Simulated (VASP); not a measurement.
Runs of VASP 6.6.1 on Sc2SbAs. The structure is that of space group P6/mmm (No. 191), or close to it. The cells are those of the table. The cell was generated, and may not be a known phase.

| task | spin | cell | k mesh | cutoff (eV) | gap on the mesh (eV) | pressure (GPa) | relaxed volume (Å³/atom) |
| --- | --- | --- | --- | --- | --- | --- | --- |
| single point | collinear | a = 4.830, b = 4.830, c = 5.672 Å, angles 90.0, 90.0, 120.0°, 4 atoms | 6 × 6 × 4 | 520 | none | 0.0 | - |
| relaxation of cell and atoms | off | relaxed from a = 4.733, b = 4.733, c = 5.451 Å, angles 90.0, 90.0, 120.0°, 4 atoms | 6 × 6 × 4 | 600 | none | -0.1 | (a) |
| single point | off | a = 4.830, b = 4.830, c = 5.672 Å, angles 90.0, 90.0, 120.0°, 4 atoms | 6 × 6 × 4 | 520 | none | 0.0 | - |
| relaxation of cell and atoms | off | relaxed from a = 4.830, b = 4.830, c = 5.672 Å, angles 90.0, 90.0, 120.0°, 4 atoms | 12 × 12 × 8 | 600 | none | 0.0 | 28.41 |
| single point | off | a = 4.733, b = 4.733, c = 5.451 Å, angles 90.0, 90.0, 120.0°, 4 atoms | 6 × 6 × 4 | 520 | none | 4.3 | - |
| single point | off | a = 4.849, b = 4.849, c = 5.570 Å, angles 90.0, 90.0, 120.0°, 4 atoms | 12 × 12 × 8 | 520 | none | 0.1 | - |

Alike in all rows: level PBE; potentials or basis VASP PAW PBE potentials, release 64 (Sc_sv, Sb, As); smearing gaussian 0.1 eV.

Estimate the missing entries.

(a) 28.67.

Caveats: spin-orbit coupling is left out, which moves the levels of the heavy elements; a moment this small can come from the mesh or the smearing (at least some runs); the cell stands under pressure (at least some runs).

A k mesh can miss the band edges, and the runs leave out spin-orbit coupling on As, Sb.

A gap of «none» marks levels without a gap at the run's occupations.
